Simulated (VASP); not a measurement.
A run of VASP 6.6.1:

Contents of INCAR:

```
SYSTEM = GaO
PREC     = Accurate       ! precision mode
ENCUT    = 600            ! plane-wave cutoff, eV
EDIFF    = 1E-6           ! SCF threshold, eV
ISMEAR   = 0              ! smearing method
SIGMA    = 0.1            ! smearing width, eV
LREAL    = .FALSE.        ! projectors in reciprocal space
LASPH    = .TRUE.         ! aspherical terms in the spheres
NELM     = 100            ! most SCF steps
ALGO     = Normal         ! electronic algorithm
ISIF     = 3              ! what is computed and relaxed
LWAVE    = .FALSE.        ! write WAVECAR
LCHARG   = .FALSE.        ! write CHGCAR
GGA      = PE             ! functional
IBRION   = 2              ! ionic algorithm
NSW      = 90             ! ionic steps
EDIFFG   = -0.04          ! ionic threshold
```

KPOINTS

```
Automatic mesh
0
G
  6 6 6
  0 0 0
```

Contents of POSCAR:

```
GaO
1.0
    3.0813587442      0.0000000000      0.0000000000
   -1.5406793721      2.6685349507      0.0000000000
    0.0000000000      0.0000000000      2.9003885166
Ga O
1 1
Direct
    0.0000000000      0.0000000000      0.0000000000
    0.6666666667      0.3333333333      0.5000000000
```

Potentials or basis: VASP PAW PBE potentials, release 64 (Ga_d, O).

Command:

```sh
$ cat potpaw_PBE.64/Ga_d/POTCAR potpaw_PBE.64/O/POTCAR > POTCAR
$ mpirun -np 1 vasp_std > vasp.out
```

Hardware: 1 thread of Intel Xeon 8259CL, with other jobs on the host.

Estimate the wall time of this run.

It took 44 s on 1 thread of Intel Xeon 8259CL (shared host), peak memory 0.16 GiB. Counts: scf iterations 29, k points 28, ion steps 4.
